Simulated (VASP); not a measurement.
**ScTa3Os: single point with PBE**

The system is ScTa3Os.

```
CELL_PARAMETERS angstrom
4.87713 0.00000 0.00000
0.00000 4.87713 0.00000
0.00000 0.00000 4.87713
ATOMIC_POSITIONS crystal
Sc 0.00000 0.00000 0.00000
Ta 0.00000 0.50000 0.50000
Ta 0.50000 0.00000 0.50000
Ta 0.50000 0.50000 0.00000
Os 0.50000 0.50000 0.50000
```

The cell was built from a structure type or drawn by symmetry, and may not be a known phase.

| Quantity | Value |
| --- | --- |
| Program | VASP 6.6.1 |
| Task | single point |
| Functional | PBE |
| Potentials or basis | VASP PAW PBE potentials, release 64 (Sc_sv, Ta_pv, Os) |
| Cutoff | 520 eV |
| k mesh | 8 × 8 × 8 |
| Occupations | gaussian, width 0.1 eV |
| Spin | no spin polarisation |

```json
{
  "Pressure": "0.5 GPa",
  "Band gap on the k mesh": "zero (bands 26 and 27 overlap by 0.95 eV)"
}
```

Levels at points of the mesh, in eV from the Fermi level:
```
           k point  band 24  band 25  band 26  band 27  band 28  band 29
(0.00, 0.00, 0.00)    -0.14    -0.14     0.74     0.74     0.74     2.44
(0.50, 0.00, 0.00)    -1.08    -0.52    -0.06     0.42     0.42     0.91
(0.50, 0.50, 0.00)    -0.81    -0.81    -0.78     0.01     0.16     0.57
(0.50, 0.50, 0.50)    -0.22    -0.22    -0.22     0.07     0.07     0.07
```

Wall time 67 s on 1 thread of Intel(R) Xeon(R) 6975P-C (Granite Rapids) (shared host), peak memory 0.3 GiB.

Caveat: spin-orbit coupling is left out, which moves the levels of the heavy elements.
